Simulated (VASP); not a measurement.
Here is a VASP 6.6.1 calculation.

INCAR

```
SYSTEM = InP
PREC = Accurate
ENCUT = 520
EDIFF = 1E-6
ISMEAR = -1
SIGMA = 0.02
LREAL = .False.
LASPH = .True.
NELM = 60
ALGO = Normal
ISIF = 2
LWAVE = .False.
LCHARG = .False.
GGA = PE
IBRION = 2
NSW = 80
EDIFFG = -0.02
```

KPOINTS

```
regular mesh
0
Gamma
  8 8 8
  0 0 0
```

File POSCAR:

```
InP
1.0
    0.0000000000      2.8550000000      2.8550000000
    2.8550000000      0.0000000000      2.8550000000
    2.8550000000      2.8550000000      0.0000000000
In P
1 1
Direct
    0.0000000000      0.0000000000      0.0000000000
    0.5000000000      0.5000000000      0.5000000000
```

Potentials or basis: VASP PAW PBE potentials, release 64 (In_d, P).

Launch:

```console
$ cat potpaw_PBE.64/In_d/POTCAR potpaw_PBE.64/P/POTCAR > POTCAR
$ mpirun -np 1 vasp_std > vasp.out
```

Q: What does it give for the band gap on the k mesh?

A: Zero (bands 9 and 10 overlap by 2.31 eV).

Final structure:
```cif
data_structure
_symmetry_space_group_name_H-M 'P 1'
_symmetry_Int_Tables_number 1
_cell_length_a 4.0376
_cell_length_b 4.0376
_cell_length_c 4.0376
_cell_angle_alpha 60.000
_cell_angle_beta 60.000
_cell_angle_gamma 60.000
_cell_volume 46.54
loop_
_atom_site_label
_atom_site_type_symbol
_atom_site_fract_x
_atom_site_fract_y
_atom_site_fract_z
_atom_site_occupancy
In1 In 0.00000 0.00000 0.00000 1
P1 P 0.50000 0.50000 0.50000 1
```

Caveat: the relaxation stopped at its first step, so nothing moved; spin-orbit coupling is left out, which moves the levels of the heavy elements.
